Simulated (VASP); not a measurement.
# P (P6_122) in VASP: notebook

Runs on P. Level: PBE. Tasks: single point, relaxation of cell and atoms.

All numbers are computed with VASP 6.6.1; they aren't measurements. Logs are shortened: lines on timing, memory, paths and dates and some standing lists are left out, and cuts for length are marked.

## Step 1: The cell of the first run

Symmetry: P6_122, No. 178, hexagonal system. Conventional cell: a = 4.925 Å, b = 4.925 Å, c = 4.663 Å, α = 90.00°, β = 90.00°, γ = 120.00°. P (site symmetry 2) has 4 P at 2.14 Å within 2.8 Å.

## Step 2: Single point, PBE

Input file INCAR:

```
SYSTEM = P
ALGO = Normal ; EDIFF = 1E-6
ENCUT = 520 ; GGA = PE
ISIF = 2 ; ISMEAR = 0
LASPH = .True. ; LCHARG = .False.
LREAL = .False. ; LWAVE = .False.
NBANDS = 24 ; NELM = 60
PREC = Accurate ; SIGMA = 0.1
```

Input file KPOINTS:

```
k-points
0
Gamma
  6 6 4
  0 0 0
```

Input file POSCAR:

```
P
1.0
    4.9254594400      0.0000000000      0.0000000000
   -2.4627297200      4.2655730000      0.0000000000
    0.0000000000      0.0000000000      4.6630657300
P
6
Direct
    0.2340405300      0.4680810500      0.2500000000
    0.5319189500      0.7659594700      0.5833333300
    0.2340405300      0.7659594700      0.9166666700
    0.7659594700      0.5319189500      0.7500000000
    0.4680810500      0.2340405300      0.0833333300
    0.7659594700      0.2340405300      0.4166666700
```

Potentials or basis: VASP PAW PBE potentials, release 64 (P).

Command:

```bash
cat potpaw_PBE.64/P/POTCAR > POTCAR
mpirun -np 1 vasp_std > vasp.out
```

OUTCAR:

```text
SYSTEM = P
   EDIFF = 1E-6
   ENCUT = 520
   GGA = PE
   ISIF = 2
   ISMEAR = 0
   LASPH = .True.
   LREAL = .False.
   NELM = 60
   PREC = Accurate

 ion  position               nearest neighbor table
   1  0.234  0.468  0.250-   2 2.14   3 2.14   5 2.14   6 2.14
   2  0.532  0.766  0.583-   1 2.14   3 2.14   4 2.14   6 2.14
   3  0.234  0.766  0.917-   1 2.14   2 2.14   5 2.14   4 2.14
   4  0.766  0.532  0.750-   5 2.14   6 2.14   2 2.14   3 2.14
   5  0.468  0.234  0.083-   4 2.14   6 2.14   1 2.14   3 2.14
   6  0.766  0.234  0.417-   4 2.14   5 2.14   2 2.14   1 2.14

  LATTYP: Found a hexagonal cell.
 ALAT       =     4.9254594400
 C/A-ratio  =     0.9467270590

  Lattice vectors:

 A1 = (   4.9254594400,   0.0000000000,   0.0000000000)
 A2 = (  -2.4627297200,   4.2655730000,   0.0000000000)
 A3 = (   0.0000000000,   0.0000000000,   4.6630657300)

Analysis of symmetry for initial positions (statically):
=====================================================================
 Subroutine PRICEL returns:
 Original cell was already a primitive cell.

 Routine SETGRP: Setting up the symmetry group for a
 hexagonal supercell.

 Subroutine GETGRP returns: Found 12 space group operations
 (whereof  2 operations were pure point group operations)
 out of a pool of 24 trial point group operations.

The static configuration has the point symmetry C_2 .
 The point group associated with its full space group is D_6 .

Analysis of symmetry for dynamics (positions and initial velocities):
=====================================================================
 Subroutine PRICEL returns:
 Original cell was already a primitive cell.

 Routine SETGRP: Setting up the symmetry group for a
 hexagonal supercell.

 Subroutine GETGRP returns: Found 12 space group operations
 (whereof  2 operations were pure point group operations)
 out of a pool of 24 trial point group operations.

The dynamic configuration has the point symmetry C_2 .
 The point group associated with its full space group is D_6 .

 Subroutine INISYM returns: Found 12 space group operations
 (whereof  2 operations are pure point group operations),
 and found     1 'primitive' translations

----------------------------------------------------------------------------------------

                                     Primitive cell

  volume of cell :      97.9706

  direct lattice vectors                    reciprocal lattice vectors
     4.925459440  0.000000000  0.000000000     0.203026745  0.117217546  0.000000000
    -2.462729720  4.265573000  0.000000000     0.000000000  0.234435092  0.000000000
     0.000000000  0.000000000  4.663065730     0.000000000  0.000000000  0.214451191

  length of vectors
     4.925459440  4.925459440  4.663065730     0.234435092  0.234435092  0.214451191

  position of ions in fractional coordinates (direct lattice)
     0.234040530  0.468081050  0.250000000
     0.531918950  0.765959470  0.583333330
     0.234040530  0.765959470  0.916666670
     0.765959470  0.531918950  0.750000000
     0.468081050  0.234040530  0.083333330
     0.765959470  0.234040530  0.416666670

  ion indices of the primitive-cell ions
   primitive index   ion index
                 1           1
                 2           2
                 3           3
                 4           4
                 5           5
                 6           6

----------------------------------------------------------------------------------------

 KPOINTS: k-points

Automatic generation of k-mesh.
 Grid dimensions read from file:
 generate k-points for:    6    6    4

 Generating k-lattice:

  Cartesian coordinates                     Fractional coordinates (reciprocal lattice)
     0.033837791  0.019536258  0.000000000     0.166666667 -0.000000000  0.000000000
     0.000000000  0.039072515  0.000000000     0.000000000  0.166666667  0.000000000
     0.000000000  0.000000000  0.053612798     0.000000000  0.000000000  0.250000000

  Length of vectors
     0.039072515  0.039072515  0.053612798

  Shift w.r.t. Gamma in fractional coordinates (k-lattice)
     0.000000000  0.000000000  0.000000000

 Subroutine IBZKPT returns following result:
 ===========================================

 Found     21 irreducible k-points:

 Following reciprocal coordinates:
            Coordinates               Weight
  0.000000  0.000000  0.000000      1.000000
  0.166667  0.000000  0.000000      6.000000
  0.333333  0.000000  0.000000      6.000000
  0.500000  0.000000  0.000000      3.000000
  0.166667  0.166667  0.000000      6.000000
  0.333333  0.166667  0.000000     12.000000
[... 13 lines left out ...]
  0.333333  0.166667  0.500000     12.000000
  0.333333  0.333333  0.500000      2.000000
   k-points           NKPTS =     21   k-points in BZ     NKDIM =     21   number of bands    NBANDS=     24
   number of dos      NEDOS =    301   number of ions     NIONS =      6
   total plane-waves  NPLWV =  57600
   dimension x,y,z NGX =    40 NGY =   40 NGZ =   36
   dimension x,y,z NGXF=    80 NGYF=   80 NGZF=   72
   ions per type =               6
   NGX,Y,Z   is equivalent  to a cutoff of  13.50, 13.50, 12.83 a.u.
   NGXF,Y,Z  is equivalent  to a cutoff of  27.00, 27.00, 25.67 a.u.
 SYSTEM =  P
   PREC   = accura    normal or accurate (medium, high low for compatibility)
   ISTART =      0    job   : 0-new  1-cont  2-samecut
   ICHARG =      2    charge: 1-file 2-atom 10-const
   ISPIN  =      1    spin polarized calculation?
   LNONCOLLINEAR =      F non collinear calculations
   LSORBIT =      F    spin-orbit coupling
   LASPH  =      T    aspherical Exc in radial PAW
   ENCUT  =  520.0 eV  38.22 Ry    6.18 a.u.   9.16  9.16  8.67*2*pi/ulx,y,z
   NELM   =     60;   NELMIN=  2; NELMDL= -5     # of ELM steps
   EDIFF  = 0.1E-05   stopping-criterion for ELM
   LREAL  =      F    real-space projection
   EDIFFG = 0.1E-04   stopping-criterion for IOM
   NSW    =      0    number of steps for IOM
   IBRION =     -1    ionic relax: 0-MD 1-quasi-New 2-CG
   NFREE  =      0    steps in history (QN), initial steepest desc. (CG)
   ISIF   =      2    stress and relaxation
   ISYM   =      2    0-nonsym 1-usesym 2-fastsym
   POTIM  = 0.5000    time-step for ionic-motion
   TEBEG  =    0.0;   TEEND  =   0.0 temperature during run
   PSTRESS=    0.0 pullay stress
   NELECT =      30.0000    total number of electrons
   NUPDOWN=      -1.0000    fix difference up-down
   EMIN   =  10.00;   EMAX   =-10.00  energy-range for DOS
   EFERMI =   0.00;   METHOD = LEGACY
   ISMEAR =     0;   SIGMA  =   0.10  broadening in eV -4-tet -1-fermi 0-gaus
   EFERMI_NEDOS =   21; number of points for ismear=-14 and -15
   IALGO  =     38    algorithm
   IMIX   =      4    mixing-type and parameters
     AMIX     =   0.40;   BMIX     =  1.00
     AMIX_MAG =   1.60;   BMIX_MAG =  1.00
  volume/ion in A,a.u.               =      16.33       110.19
  Fermi-wavevector in a.u.,A,eV,Ry     =   1.103443  2.085206 16.566279  1.217587
  Thomas-Fermi vector in A             =   2.239901
   LORBIT       =      0    0 simple, 1 ext, 2 COOP (PROOUT), +10 PAW based schemes
   GGA     = PE    functional components
   LHFCALC =     F    Hartree Fock is set to
   AEXX    =    0.0000 exact exchange contribution
   IVDW    =     0    specifies the selected vdW correction
   LEPSILON=     F    determine dielectric tensor
   LRPA    =     F    only Hartree local field effects (RPA)
 non-spin polarized calculation
 Gauss-broadening in eV      SIGMA  =   0.10
  energy-cutoff  :      520.00
  volume of cell :       97.97
 maximum number of plane-waves:      2664
 NGX is ok and might be reduce to    40
   NGX = 19   NGY = 19   NGZ = 17

 number of electron      30.0000004 magnetization

 Free energy of the ion-electron system (eV)
  ---------------------------------------------------
  ext. energy  EPLUGINS =         0.00000000
  ---------------------------------------------------
  free energy    TOTEN  =       -27.17136038 eV

  energy without entropy =      -27.15057283  energy(sigma->0) =      -27.16096660

 E-fermi :   8.7934     XC(G=0): -10.3845

 val. band max:        8.7805945723   @ k =   0.1667   0.0000   0.5000
 cond. band min:       8.7975434556   @ k =   0.1667   0.0000   0.2500
 fundamental gap:      0.0169488833
 Fermi energy:         8.7934342363

 k-point     1 :       0.0000    0.0000    0.0000
  band No.  band energies     occupation
      1      -9.0958      2.00000
      2      -4.0944      2.00000
      3      -4.0944      2.00000
      4      -3.8784      2.00000
      5      -2.2226      2.00000
      6      -2.2226      2.00000
[... 16 lines left out ...]
     23      14.9094      0.00000
     24      15.5549      0.00000

 k-point     2 :       0.1667    0.0000    0.0000
  band No.  band energies     occupation
      1      -8.9260      2.00000
      2      -4.8682      2.00000
      3      -4.1194      2.00000
      4      -4.0335      2.00000
      5      -2.1629      2.00000
      6      -1.3317      2.00000
[... 16 lines left out ...]
     23      14.3068      0.00000
     24      15.2158      0.00000

 k-point     3 :       0.3333    0.0000    0.0000
  band No.  band energies     occupation
      1      -8.4437      2.00000
      2      -6.1611      2.00000
      3      -4.1737      2.00000
      4      -3.9986      2.00000
      5      -1.9977      2.00000
      6      -0.4714      2.00000
[... 16 lines left out ...]
     23      13.5112      0.00000
     24      13.6296      0.00000
[... 433 lines left out ...]
 k-point    20 :       0.3333    0.1667    0.5000
  band No.  band energies     occupation
      1      -6.7694      2.00000
      2      -6.7694      2.00000
      3      -5.4430      2.00000
      4      -5.4430      2.00000
      5      -1.4021      2.00000
      6      -1.4021      2.00000
[... 16 lines left out ...]
     23      13.2771      0.00000
     24      13.2771      0.00000

 k-point    21 :       0.3333    0.3333    0.5000
  band No.  band energies     occupation
      1      -6.3976      2.00000
      2      -6.3976      2.00000
      3      -5.9093      2.00000
      4      -5.9093      2.00000
      5      -1.6069      2.00000
      6      -1.6069      2.00000
[... 16 lines left out ...]
     23      13.1353      0.00000
     24      13.1353      0.00000

------------------------ aborting loop because EDIFF is reached ----------------------------------------

  FORCE on cell =-STRESS in cart. coord.  units (eV):
  Direction    XX          YY          ZZ          XY          YZ          ZX
  --------------------------------------------------------------------------------------
  -------------------------------------------------------------------------------------
  Total       13.4164659     13.4164659     12.8108377      0.0000000     -0.0000000      0.0000000
  in kB      219.4082988    219.4082988    209.5040629      0.0000000     -0.0000000      0.0000000
  external PRESSURE =     216.1068868 kB  Pullay stress =       0.0000000 kB

 VOLUME and BASIS-vectors are now :
 -----------------------------------------------------------------------------
  energy-cutoff  :      520.00
  volume of cell :       97.97
      direct lattice vectors                 reciprocal lattice vectors
     4.925459440  0.000000000  0.000000000     0.203026745  0.117217546  0.000000000
    -2.462729720  4.265573000  0.000000000     0.000000000  0.234435092  0.000000000
     0.000000000  0.000000000  4.663065730     0.000000000  0.000000000  0.214451191

 POSITION                                       TOTAL-FORCE (eV/Angst)
 -----------------------------------------------------------------------------------
      0.00000      1.99663      1.16577        -0.000000      0.203899      0.000000
      0.73359      3.26726      2.72012        -0.176581     -0.101949      0.000000
     -0.73359      3.26726      4.27448         0.176581     -0.101949     -0.000000
      2.46273      2.26894      3.49730        -0.000000     -0.203899      0.000000
      1.72914      0.99832      0.38859         0.176581      0.101949     -0.000000
      3.19632      0.99832      1.94294        -0.176581      0.101949     -0.000000
 -----------------------------------------------------------------------------------
    total drift:                                0.000010     -0.000001     -0.000004

  FREE ENERGIE OF THE ION-ELECTRON SYSTEM (eV)
  ---------------------------------------------------
  free  energy   TOTEN  =       -27.1713603802 eV

  energy  without entropy=      -27.1505728277  energy(sigma->0) =      -27.16096660
```

Run time: 47 s. Hardware: 1 thread of Intel Xeon Platinum 8375C at 2.90GHz (Ice Lake), shared host; peak memory 0.22 GiB.

What came out:

- Free energy: -27.1714 eV
- Pressure: 21.6 GPa
- Largest force: 0.204 eV/Å
- Band gap on the k mesh: zero (band 15 reaches 9.47 eV, above the bottom of band 16 at 8.26 eV)

Forces in eV/Å, atoms in the order of the input:
```
P    0.000  0.204  0.000
P   -0.177 -0.102  0.000
P    0.177 -0.102  0.000
P    0.000 -0.204  0.000
P    0.177  0.102  0.000
P   -0.177  0.102  0.000
```

[end of part 1 of 2]
